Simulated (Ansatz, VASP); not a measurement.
Two plane-wave programs on Al3N

Contents of INCAR:

```
  ALGO = Normal
  DIPOL = 0.5 0.5 0.332
  EDIFF = 1E-6
  ENCUT = 520
  GGA = PE
  IDIPOL = 3
  ISIF = 2
  ISMEAR = 0
  ISPIN = 2
  LASPH = T
  LCHARG = F
  LDIPOL = T
  LORBIT = 11
  LREAL = F
  LWAVE = F
  MAGMOM = 0 0 0 3
  NBANDS = 19
  NELM = 150
  PREC = Accurate
  SIGMA = 0.1
```

Contents of KPOINTS:

```
k-points
0
Gamma
  9 9 1
```

The input POSCAR:

```
Al3N
1.0
    2.8567582918      0.0000000000      0.0000000000
    0.0000000000      2.8567582918      0.0000000000
    0.0000000000      0.0000000000     21.1746954317
Al N
3 1
Direct
    0.5000000000      0.5000000000      0.1889047242
    0.0000000000      0.0000000000      0.2873641967
    0.5000000000      0.5000000000      0.3860596464
    0.5000000000      0.8333333333      0.4644551070
```

Input for Ansatz:

```yaml
crystal:
  lattice:
    - [2.8567582918, 0.0, 0.0]
    - [0.0, 2.8567582918, 0.0]
    - [0.0, 0.0, 21.1746954317]
  atoms:
    - { symbol: Al, position: [0.5, 0.5, 0.1889047242] }
    - { symbol: Al, position: [0.0, 0.0, 0.2873641967] }
    - { symbol: Al, position: [0.5, 0.5, 0.3860596464] }
    - { symbol: "N", position: [0.5, 0.8333333333, 0.464455107], spin: 3.0 }
basis:
  ecutwfc: 420
kpoints:
  mp_grid: { grid: [9, 9, 1] }
hamiltonian:
  xc: pbe
  pseudopotentials: { kind: paw, azcp: { folder: soft_1 } }
scf:
  occupations: { method: gaussian, width: 0.1 }
output:
  forces: true
  eigenvalues: true
  populations: true
magnetization:
  spin_polarized: true
efield:
  axis: 3
  dipole_correction: true
  ramp_width: 0.04
```

Alike in both runs: task single point; functional PBE; k mesh 9 × 9 × 1; occupations gaussian, width 0.1 eV; collinear spin.

|  | VASP | Ansatz |
| --- | --- | --- |
| version | VASP 6.6.1 | Ansatz 0.2.0 |
| potentials or method | VASP PAW PBE potentials, release 64 (Al, N), cutoff 520 eV | scalar-relativistic, plane waves, PAW |
| valence electrons in the cell | 14 | 14 |

VASP gave:

```
gap on the k mesh at the Fermi level (eV)                     : none
rms of the force components (eV/Å)                            : 0.840
net moment per atom (μB)                                      : 0.02
size of the moment on the site where the two differ most (μB) : 0.06
```

Which values does Ansatz return?

gap on the k mesh at the Fermi level (eV): none; rms of the force components (eV/Å): 0.846; net moment per atom (μB): 0.02; size of the moment on the site where the two differ most (μB): 0.06.

Site moments also hang on the region over which each program counts them. Atom by atom the forces differ by 0.008 eV/Å (rms over components). A gap of «none» marks a metal or a gap that the smearing closes. The functional is the same, so the differences come from potentials, cutoffs and numerics. Ansatz's warnings: seeded moment not kept.
